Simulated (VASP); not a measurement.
Input of a VASP 6.6.1 run:

Contents of INCAR:

```
PREC = Accurate
ENCUT = 600
EDIFF = 1E-6
ISMEAR = 0
SIGMA = 0.01
LREAL = F
LASPH = T
NELM = 120
ALGO = Normal
ISIF = 2
LWAVE = F
LCHARG = F
GGA = PE
NBANDS = 19
GGA_COMPAT = F
```

The input KPOINTS:

```
Automatic mesh
0
Gamma
  4 4 4
```

Contents of POSCAR:

```
Ca2C
1.0
    0.0000000000      3.0206111597      3.0206111597
    3.0206111597      0.0000000000      3.0206111597
    3.0206111597      3.0206111597      0.0000000000
C Ca
1 2
Direct
    0.0000000000      0.0000000000      0.0000000000
    0.2500000000      0.2500000000      0.2500000000
    0.7500000000      0.7500000000      0.7500000000
```

Potentials or basis: VASP PAW PBE potentials, release 64 (C, Ca_sv).

Command:

```sh
$ cat potpaw_PBE.64/C/POTCAR potpaw_PBE.64/Ca_sv/POTCAR > POTCAR
$ mpirun -np 1 vasp_std > vasp.out
```

Problem. What does it give for the band gap on the k mesh?

Solution. 0.08 eV.

Problem. Predict the pressure.

Solution. 8.3 GPa.

Caveat: the k points lie up to 0.45 Å⁻¹ apart. A k mesh can miss the band edges.
